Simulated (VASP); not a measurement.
Write the native input for VASP 6.6.1 that does the following.

| Item | Value |
| --- | --- |
| Task | single point |
| Functional | r2SCAN |
| Potentials or basis | VASP PAW PBE potentials, release 64 (La, As, Lu) |
| Cutoff | 520 eV |
| k mesh | 6 × 6 × 4 |
| Occupations | fermi-dirac, width 0.02 eV |
| Spin | no spin polarisation |
| Dipole correction | no |
| Further INCAR settings | ALGO = Normal; EDIFF = 1e-06; NBANDS = 31 |

The system is LaLuAs2.

```
CELL_PARAMETERS angstrom
4.22326 0.00000 0.00000
0.00000 4.22326 0.00000
0.00000 0.00000 5.95210
ATOMIC_POSITIONS crystal
La 0.00000 0.00000 0.00000
As 0.00000 0.00000 0.50000
As 0.50000 0.50000 0.00000
Lu 0.50000 0.50000 0.50000
```

One way to write it, as run:

POSCAR

```
LaLuAs2
1.0
    4.2232600530      0.0000000000      0.0000000000
    0.0000000000      4.2232600530      0.0000000000
    0.0000000000      0.0000000000      5.9521047156
La As Lu
1 2 1
Direct
    0.0000000000      0.0000000000      0.0000000000
    0.0000000000      0.0000000000      0.5000000000
    0.5000000000      0.5000000000      0.0000000000
    0.5000000000      0.5000000000      0.5000000000
```

INCAR.step1

```
SYSTEM = LaLuAs2
PREC = Accurate
ENCUT = 520
ISMEAR = -1
SIGMA = 0.02
LREAL = .False.
LASPH = .True.
NELM = 60
NBANDS = 31
GGA = PE
ALGO = Normal
EDIFF = 1E-4
LWAVE = .True.
LCHARG = .False.
```

INCAR.step2

```
SYSTEM = LaLuAs2
PREC = Accurate
ENCUT = 520
EDIFF = 1E-6
ISMEAR = -1
SIGMA = 0.02
LREAL = .False.
LASPH = .True.
NELM = 60
ALGO = Normal
ISIF = 2
LWAVE = .False.
LCHARG = .False.
METAGGA = R2SCAN
LMIXTAU = .True.
NBANDS = 31
ISTART = 1
```

KPOINTS

```
Automatic mesh
0
Gamma
  6 6 4
  0 0 0
```

Potentials or basis: VASP PAW PBE potentials, release 64 (La, As, Lu).

Run with:

```console
$ cat potpaw_PBE.64/La/POTCAR potpaw_PBE.64/As/POTCAR potpaw_PBE.64/Lu/POTCAR > POTCAR
$ cp INCAR.step1 INCAR
$ mpirun -np 1 vasp_std > vasp.out
$ cp INCAR.step2 INCAR
$ mpirun -np 1 vasp_std > vasp.out
```

Results of the run:

```yaml
Pressure: 0.0 GPa
Band_gap_on_the_k_mesh: zero (band 23 reaches 4.95 eV, above the bottom of band 24 at 4.76 eV)
```

Caveat: the PAW data sets were made with another functional, which shifts forces and pressure a little; spin-orbit coupling is left out, which moves the levels of the heavy elements.

It took 11 min on 1 thread of Oxide Virtual Turin-like Processor, on a shared host, peak memory 0.27 GiB.
